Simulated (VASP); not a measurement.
A run of VASP 6.6.1:

File INCAR:

```
ALGO     = Normal         # electronic algorithm
EDIFF    = 1E-7           # SCF threshold, eV
EDIFFG   = -0.3           # ionic threshold
ENCUT    = 520            # plane-wave cutoff, eV
GGA      = PE             # functional
IBRION   = 2              # ionic algorithm
ISIF     = 2              # what is computed and relaxed
ISMEAR   = -1             # smearing method
LASPH    = T              # aspherical terms in the spheres
LCHARG   = F              # write CHGCAR
LREAL    = F              # projectors in reciprocal space
LWAVE    = F              # write WAVECAR
NELM     = 80             # most SCF steps
NSW      = 35             # ionic steps
PREC     = Accurate       # precision mode
SIGMA    = 0.02           # smearing width, eV
```

KPOINTS

```
k-points
0
Gamma
  1 1 1
```

Contents of POSCAR:

```
H2CO
1.0
    6.4150690000      0.0000000000      0.0000000000
    0.0000000000      6.4150690000      0.0000000000
    0.0000000000      0.0000000000      6.4150690000
O C H
3 3 6
Direct
    0.7363828000      0.9113239000      0.6020594000
    0.9684103000      0.7259780000      0.8643414000
    0.2620395000      0.8600214000      0.2540261000
    0.6290839000      1.0203333000      0.5084699000
    0.8566487000      0.5998168000      0.9255605000
    0.3620508000      0.9387465000      0.1277122000
    0.1216605000      0.1710166000      0.9738393000
    0.1540523000      0.1397926000      0.8681014000
    0.5860157000      0.2894269000      0.0494380000
    0.5452947000      0.3899620000      0.0873746000
    0.5556931000      0.6134383000      0.3519059000
    0.5310619000      0.5042089000      0.3260811000
```

Potentials or basis: VASP PAW PBE potentials, release 64 (O, C, H).

Run with:

```console
$ cat potpaw_PBE.64/O/POTCAR potpaw_PBE.64/C/POTCAR potpaw_PBE.64/H/POTCAR > POTCAR
$ mpirun -np 1 vasp_gam > vasp.out
```

Hardware: 1 thread of Intel(R) Xeon(R) Platinum 8259CL CPU @ 2.50GHz (Skylake/Cascade Lake) (shared host).

Question: How long does it take, and how much memory?

Answer: Wall time 110 s on 1 thread of Intel(R) Xeon(R) Platinum 8259CL CPU @ 2.50GHz (Skylake/Cascade Lake) (shared host), peak memory 0.31 GiB. Counts: scf iterations 101, k points 1, ion steps 11.
